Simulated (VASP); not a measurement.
# ZnSe (I-4m2) in VASP: notebook

Runs on ZnSe. Level: PBEsol. Tasks: single point.

Everything below comes from runs of VASP 6.6.1. Logs are shortened: lines on timing, memory, paths and dates and some standing lists are left out, and cuts for length are marked.

## (1) The cell of the first run

Symmetry: I-4m2, No. 119, tetragonal system. The conventional cell has a = 3.980 Å, b = 3.980 Å, c = 5.289 Å, α = 90.00°, β = 90.00°, γ = 90.00°. Zn (site symmetry -4m2) has 4 Se at 2.39 Å within 3.2 Å. Within 3.2 Å of Se (site symmetry -4m2) lie 4 Zn at 2.39 Å.

## (2) Single point, PBEsol (strained)

INCAR

```
SYSTEM = ZnSe
PREC = Accurate
ENCUT = 520
EDIFF = 1E-6
ISMEAR = 0
SIGMA = 0.02
LREAL = .FALSE.
LASPH = .TRUE.
NELM = 60
ALGO = Normal
ISIF = 2
LWAVE = .FALSE.
LCHARG = .TRUE.
GGA = PS
LELF = .TRUE.
LVHAR = .TRUE.
NBANDS = 16
```

KPOINTS

```
Automatic mesh
0
G
  8 8 8
  0 0 0
```

POSCAR

```
ZnSe
1.0
    0.0000000000      2.8146151740      2.8146151740
    2.6445871740      0.0000000000      2.8146151740
    2.6445871740      2.8146151740      0.0000000000
Zn Se
1 1
Direct
    0.0000000000      0.0000000000      0.0000000000
    0.7500000000      0.7500000000      0.7500000000
```

Potentials or basis: VASP PAW PBE potentials, release 64 (Zn, Se).

On the command line:

```console
> cat potpaw_PBE.64/Zn/POTCAR potpaw_PBE.64/Se/POTCAR > POTCAR
> mpirun -np 1 vasp_std > vasp.out
```

OUTCAR:

```text
SYSTEM = ZnSe
   PREC = Accurate
   ENCUT = 520
   EDIFF = 1E-6
   ISMEAR = 0
   LREAL = .FALSE.
   LASPH = .TRUE.
   NELM = 60
   ISIF = 2
   GGA = PS

 ion  position               nearest neighbor table
   1  0.000  0.000  0.000-   2 2.39   2 2.39   2 2.39   2 2.39
   2  0.750  0.750  0.750-   1 2.39   1 2.39   1 2.39   1 2.39

  LATTYP: Found a body centered tetragonal cell.
 ALAT       =     3.9804669519
 C/A-ratio  =     1.3287823795

  Lattice vectors:

 A1 = (  -2.6445871740,   0.0000000000,  -2.8146151740)
 A2 = (  -2.6445871740,   0.0000000000,   2.8146151740)
 A3 = (   2.6445871740,   2.8146151740,   0.0000000000)

Analysis of symmetry for initial positions (statically):
=====================================================================
 Subroutine PRICEL returns:
 Original cell was already a primitive cell.

 Routine SETGRP: Setting up the symmetry group for a
 body centered tetragonal supercell.

 Subroutine GETGRP returns: Found  8 space group operations
 (whereof  8 operations were pure point group operations)
 out of a pool of 16 trial point group operations.

The static configuration has the point symmetry D_2d.

Analysis of symmetry for dynamics (positions and initial velocities):
=====================================================================
 Subroutine PRICEL returns:
 Original cell was already a primitive cell.

 Routine SETGRP: Setting up the symmetry group for a
 body centered tetragonal supercell.

 Subroutine GETGRP returns: Found  8 space group operations
 (whereof  8 operations were pure point group operations)
 out of a pool of 16 trial point group operations.

The dynamic configuration has the point symmetry D_2d.

 Subroutine INISYM returns: Found  8 space group operations
 (whereof  8 operations are pure point group operations),
 and found     1 'primitive' translations

----------------------------------------------------------------------------------------

                                     Primitive cell

  volume of cell :      41.9011

  direct lattice vectors                    reciprocal lattice vectors
     0.000000000  2.814615174  2.814615174    -0.189065426  0.177644178  0.177644178
     2.644587174  0.000000000  2.814615174     0.189065426 -0.177644178  0.177644178
     2.644587174  2.814615174  0.000000000     0.189065426  0.177644178 -0.177644178

  length of vectors
     3.980466952  3.862110809  3.862110809     0.314421124  0.314421124  0.314421124

  position of ions in fractional coordinates (direct lattice)
     0.000000000  0.000000000  0.000000000
     0.750000000  0.750000000  0.750000000

  ion indices of the primitive-cell ions
   primitive index   ion index
                 1           1
                 2           2

----------------------------------------------------------------------------------------

 KPOINTS: Automatic mesh

Automatic generation of k-mesh.
 Grid dimensions read from file:
 generate k-points for:    8    8    8

 Generating k-lattice:

  Cartesian coordinates                     Fractional coordinates (reciprocal lattice)
    -0.023633178  0.022205522  0.022205522     0.125000000  0.000000000  0.000000000
     0.023633178 -0.022205522  0.022205522     0.000000000  0.125000000  0.000000000
     0.023633178  0.022205522 -0.022205522     0.000000000  0.000000000  0.125000000

  Length of vectors
     0.039302641  0.039302641  0.039302641

  Shift w.r.t. Gamma in fractional coordinates (k-lattice)
     0.000000000  0.000000000  0.000000000

 Subroutine IBZKPT returns following result:
 ===========================================

 Found     59 irreducible k-points:

 Following reciprocal coordinates:
            Coordinates               Weight
  0.000000  0.000000  0.000000      1.000000
  0.125000 -0.000000 -0.000000      8.000000
  0.250000 -0.000000 -0.000000      8.000000
  0.375000 -0.000000 -0.000000      8.000000
  0.500000 -0.000000 -0.000000      4.000000
  0.125000  0.125000  0.000000      4.000000
[... 16 lines left out ...]
  0.250000  0.125000  0.125000      4.000000
  0.375000  0.125000  0.125000      8.000000
 [... further k-points ...]
   k-points           NKPTS =     59   k-points in BZ     NKDIM =     59   number of bands    NBANDS=     16
   number of dos      NEDOS =    301   number of ions     NIONS =      2
   total plane-waves  NPLWV =  27000
   dimension x,y,z NGX =    30 NGY =   30 NGZ =   30
   dimension x,y,z NGXF=    60 NGYF=   60 NGZF=   60
   ions per type =               1   1
   NGX,Y,Z   is equivalent  to a cutoff of  12.53, 12.91, 12.91 a.u.
   NGXF,Y,Z  is equivalent  to a cutoff of  25.06, 25.83, 25.83 a.u.
 SYSTEM =  ZnSe
   PREC   = accura    normal or accurate (medium, high low for compatibility)
   ISTART =      0    job   : 0-new  1-cont  2-samecut
   ICHARG =      2    charge: 1-file 2-atom 10-const
   ISPIN  =      1    spin polarized calculation?
   LNONCOLLINEAR =      F non collinear calculations
   LSORBIT =      F    spin-orbit coupling
   LASPH  =      T    aspherical Exc in radial PAW
   ENCUT  =  520.0 eV  38.22 Ry    6.18 a.u.   7.40  7.18  7.18*2*pi/ulx,y,z
   NELM   =     60;   NELMIN=  2; NELMDL= -5     # of ELM steps
   EDIFF  = 0.1E-05   stopping-criterion for ELM
   LREAL  =      F    real-space projection
   EDIFFG = 0.1E-04   stopping-criterion for IOM
   NSW    =      0    number of steps for IOM
   IBRION =     -1    ionic relax: 0-MD 1-quasi-New 2-CG
   NFREE  =      0    steps in history (QN), initial steepest desc. (CG)
   ISIF   =      2    stress and relaxation
   ISYM   =      2    0-nonsym 1-usesym 2-fastsym
   POTIM  = 0.5000    time-step for ionic-motion
   TEBEG  =    0.0;   TEEND  =   0.0 temperature during run
   PSTRESS=    0.0 pullay stress
   NELECT =      18.0000    total number of electrons
   NUPDOWN=      -1.0000    fix difference up-down
   EMIN   =  10.00;   EMAX   =-10.00  energy-range for DOS
   EFERMI =   0.00;   METHOD = LEGACY
   ISMEAR =     0;   SIGMA  =   0.02  broadening in eV -4-tet -1-fermi 0-gaus
   EFERMI_NEDOS =   21; number of points for ismear=-14 and -15
   IALGO  =     38    algorithm
   IMIX   =      4    mixing-type and parameters
     AMIX     =   0.40;   BMIX     =  1.00
     AMIX_MAG =   1.60;   BMIX_MAG =  1.00
  volume/ion in A,a.u.               =      20.95       141.38
  Fermi-wavevector in a.u.,A,eV,Ry     =   1.235256  2.334296 20.760555  1.525858
  Thomas-Fermi vector in A             =   2.369913
   LORBIT       =      0    0 simple, 1 ext, 2 COOP (PROOUT), +10 PAW based schemes
   GGA     = PS    functional components
   LHFCALC =     F    Hartree Fock is set to
   AEXX    =    0.0000 exact exchange contribution
   IVDW    =     0    specifies the selected vdW correction
   LEPSILON=     F    determine dielectric tensor
   LRPA    =     F    only Hartree local field effects (RPA)
 non-spin polarized calculation
 Gauss-broadening in eV      SIGMA  =   0.02
  energy-cutoff  :      520.00
  volume of cell :       41.90
 maximum number of plane-waves:      1146
 NGX is ok and might be reduce to    30
   NGX = 15   NGY = 15   NGZ = 15

 number of electron      17.9999997 magnetization

 Free energy of the ion-electron system (eV)
  ---------------------------------------------------
  ext. energy  EPLUGINS =         0.00000000
  ---------------------------------------------------
  free energy    TOTEN  =        -6.71757425 eV

  energy without entropy =       -6.71757425  energy(sigma->0) =       -6.71757425

 E-fermi :   2.4535     XC(G=0):  -9.9111

 val. band max:        2.3702409256   @ k =   0.0000   0.0000   0.0000
 cond. band min:       3.7258974372   @ k =   0.0000   0.0000   0.0000
 fundamental gap:      1.3556565117
 Fermi energy:         2.4535176480

 k-point     1 :       0.0000    0.0000    0.0000
  band No.  band energies     occupation
      1     -11.6168      2.00000
      2      -4.6695      2.00000
      3      -4.6695      2.00000
      4      -4.6415      2.00000
      5      -4.2242      2.00000
      6      -4.2052      2.00000
[... 8 lines left out ...]
     15      13.2488      0.00000
     16      14.2398      0.00000

 k-point     2 :       0.1250   -0.0000   -0.0000
  band No.  band energies     occupation
      1     -11.4980      2.00000
      2      -4.6662      2.00000
      3      -4.6520      2.00000
      4      -4.6255      2.00000
      5      -4.2242      2.00000
      6      -4.2086      2.00000
[... 8 lines left out ...]
     15      12.9542      0.00000
     16      13.4068      0.00000

 k-point     3 :       0.2500   -0.0000   -0.0000
  band No.  band energies     occupation
      1     -11.1863      2.00000
      2      -4.6291      2.00000
      3      -4.6150      2.00000
      4      -4.5788      2.00000
      5      -4.2168      2.00000
      6      -4.2117      2.00000
[... 8 lines left out ...]
     15      12.5835      0.00000
     16      13.3396      0.00000

 k-point     4 :       0.3750   -0.0000   -0.0000
  band No.  band energies     occupation
      1     -10.8296      2.00000
      2      -4.5879      2.00000
      3      -4.5516      2.00000
      4      -4.4237      2.00000
      5      -4.2030      2.00000
      6      -4.1955      2.00000
[... 8 lines left out ...]
     15      13.9524      0.00000
     16      14.0848      0.00000
[... 324 lines left out ...]
 k-point    22 :       0.0000    0.1250    0.1250
  band No.  band energies     occupation
      1     -11.4469      2.00000
      2      -4.6651      2.00000
      3      -4.6364      2.00000
      4      -4.6364      2.00000
      5      -4.2179      2.00000
      6      -4.2131      2.00000
[... 8 lines left out ...]
     15      13.5047      0.00000
     16      13.9680      0.00000

 k-point    23 :       0.2500    0.1250    0.1250
  band No.  band energies     occupation
      1     -11.3236      2.00000
      2      -4.6560      2.00000
      3      -4.6299      2.00000
      4      -4.5851      2.00000
      5      -4.2346      2.00000
      6      -4.2048      2.00000
[... 8 lines left out ...]
     15      12.6987      0.00000
     16      14.4732      0.00000

 k-point    24 :       0.3750    0.1250    0.1250
  band No.  band energies     occupation
      1     -10.9945      2.00000
      2      -4.5887      2.00000
      3      -4.5729      2.00000
      4      -4.5406      2.00000
      5      -4.2304      2.00000
      6      -4.2015      2.00000
[... 8 lines left out ...]
     15      13.5921      0.00000
     16      15.2107      0.00000

 [... further k-points ...]

------------------------ aborting loop because EDIFF is reached ----------------------------------------

  FORCE on cell =-STRESS in cart. coord.  units (eV):
  Direction    XX          YY          ZZ          XY          YZ          ZX
  --------------------------------------------------------------------------------------
  -------------------------------------------------------------------------------------
  Total        1.6391919      1.1762765      1.1762765      0.0000000      0.0000000     -0.0000000
  in kB       62.6779028     44.9773726     44.9773726      0.0000000      0.0000000     -0.0000000
  external PRESSURE =      50.8775493 kB  Pullay stress =       0.0000000 kB

 VOLUME and BASIS-vectors are now :
 -----------------------------------------------------------------------------
  energy-cutoff  :      520.00
  volume of cell :       41.90
      direct lattice vectors                 reciprocal lattice vectors
     0.000000000  2.814615174  2.814615174    -0.189065426  0.177644178  0.177644178
     2.644587174  0.000000000  2.814615174     0.189065426 -0.177644178  0.177644178
     2.644587174  2.814615174  0.000000000     0.189065426  0.177644178 -0.177644178

 POSITION                                       TOTAL-FORCE (eV/Angst)
 -----------------------------------------------------------------------------------
      0.00000      0.00000      0.00000         0.000000     -0.000000     -0.000000
      3.96688      4.22192      4.22192        -0.000000      0.000000      0.000000
 -----------------------------------------------------------------------------------
    total drift:                               -0.000002      0.000000      0.000000

  FREE ENERGIE OF THE ION-ELECTRON SYSTEM (eV)
  ---------------------------------------------------
  free  energy   TOTEN  =        -6.7175742509 eV

  energy  without entropy=       -6.7175742509  energy(sigma->0) =       -6.71757425
```

Run time: 47 s. Hardware: 1 thread of Intel Xeon 8259CL, shared host; peak memory 0.19 GiB.

What came out:

```
Free energy            : -6.7176 eV
Pressure               : 5.1 GPa
Band gap on the k mesh : 1.36 eV
```

Caveat: the cell differs from its parent crystal (strained); the cell stands under pressure; the PAW data sets were made with another functional, which shifts forces and pressure a little.

## (3) Single point, PBEsol (strained)

INCAR

```
SYSTEM = ZnSe
PREC = Accurate
ENCUT = 520
EDIFF = 1E-7
ISMEAR = 0
SIGMA = 0.02
LREAL = .FALSE.
LASPH = .TRUE.
NELM = 60
ALGO = Normal
ISIF = 2
LWAVE = .FALSE.
LCHARG = .FALSE.
GGA = PS
NBANDS = 16
```

KPOINTS is that of step 2.

POSCAR

```
ZnSe
1.0
    0.0000000000      2.9976219780      2.8275939780
    2.9976219780      0.0000000000      2.8275939780
    2.9976219780      2.9976219780      0.0000000000
Zn Se
1 1
Direct
    0.0000000000      0.0000000000      0.0000000000
    0.7500000000      0.7500000000      0.7500000000
```

Potentials or basis: VASP PAW PBE potentials, release 64 (Zn, Se).

On the command line:

```console
> cat potpaw_PBE.64/Zn/POTCAR potpaw_PBE.64/Se/POTCAR > POTCAR
> mpirun -np 1 vasp_std > vasp.out
```

OUTCAR:

```text
SYSTEM = ZnSe
   PREC = Accurate
   ENCUT = 520
   EDIFF = 1E-7
   ISMEAR = 0
   LREAL = .FALSE.
   LASPH = .TRUE.
   NELM = 60
   ISIF = 2
   GGA = PS

 ion  position               nearest neighbor table
   1  0.000  0.000  0.000-   2 2.55   2 2.55   2 2.55   2 2.55
   2  0.750  0.750  0.750-   1 2.55   1 2.55   1 2.55   1 2.55

  LATTYP: Found a body centered tetragonal cell.
 ALAT       =     4.2392776562
 C/A-ratio  =     1.3339980097

  Lattice vectors:

 A1 = (   0.0000000000,  -2.9976219780,  -2.8275939780)
[... 626 lines left out ...]
      4      -5.4336      2.00000
      5      -5.3258      2.00000
      6      -5.3051      2.00000
[... 8 lines left out ...]
     15      11.8020      0.00000
     16      12.6151      0.00000

 [... further k-points ...]
[... 5 lines left out ...]
  --------------------------------------------------------------------------------------
  -------------------------------------------------------------------------------------
  Total       -2.1555565     -2.1555565     -1.5231729      0.0000000      0.0000000      0.0000000
  in kB      -67.9624795    -67.9624795    -48.0240766      0.0000000      0.0000000      0.0000000
  external PRESSURE =     -61.3163452 kB  Pullay stress =       0.0000000 kB

 VOLUME and BASIS-vectors are now :
 -----------------------------------------------------------------------------
  energy-cutoff  :      520.00
  volume of cell :       50.82
      direct lattice vectors                 reciprocal lattice vectors
     0.000000000  2.997621978  2.827593978    -0.166798884  0.166798884  0.176828782
     2.997621978  0.000000000  2.827593978     0.166798884 -0.166798884  0.176828782
     2.997621978  2.997621978  0.000000000     0.166798884  0.166798884 -0.176828782

 POSITION                                       TOTAL-FORCE (eV/Angst)
 -----------------------------------------------------------------------------------
      0.00000      0.00000      0.00000         0.000000      0.000000     -0.000000
      4.49643      4.49643      4.24139        -0.000000     -0.000000      0.000000
 -----------------------------------------------------------------------------------
    total drift:                               -0.000000     -0.000000      0.000000

  FREE ENERGIE OF THE ION-ELECTRON SYSTEM (eV)
  ---------------------------------------------------
  free  energy   TOTEN  =        -6.6342676138 eV

  energy  without entropy=       -6.6342676138  energy(sigma->0) =       -6.63426761
```

Run time: 49 s. Hardware: 1 thread of Intel Xeon 8259CL, shared host; peak memory 0.21 GiB.

Results:

```yaml
Free_energy: -6.6343 eV
Pressure: -6.1 GPa
Band_gap_on_the_k_mesh: 0.63 eV
```

Stress tensor (GPa, compression positive):
```
-6.80  0.00  0.00
 0.00 -6.80  0.00
 0.00  0.00 -4.80
```

Levels at points of the mesh, in eV from the valence-band top:
| k point | band 7 | band 8 | band 9 | band 10 | band 11 | band 12 |
| --- | --- | --- | --- | --- | --- | --- |
| (0.00, 0.00, 0.00) | -0.18 | -0.18 | 0.00 | 0.63 | 5.63 | 5.67 |
| (0.50, 0.00, 0.00) | -4.72 | -0.98 | -0.70 | 2.11 | 5.99 | 6.43 |
| (0.50, 0.50, 0.00) | -4.22 | -2.13 | -2.13 | 2.83 | 2.89 | 10.05 |
| (0.50, 0.00, 0.50) | -4.53 | -1.89 | -1.81 | 3.03 | 3.41 | 9.54 |

Caveat: the cell differs from its parent crystal (strained); the cell stands under tension; the PAW data sets were made with another functional, which shifts forces and pressure a little.
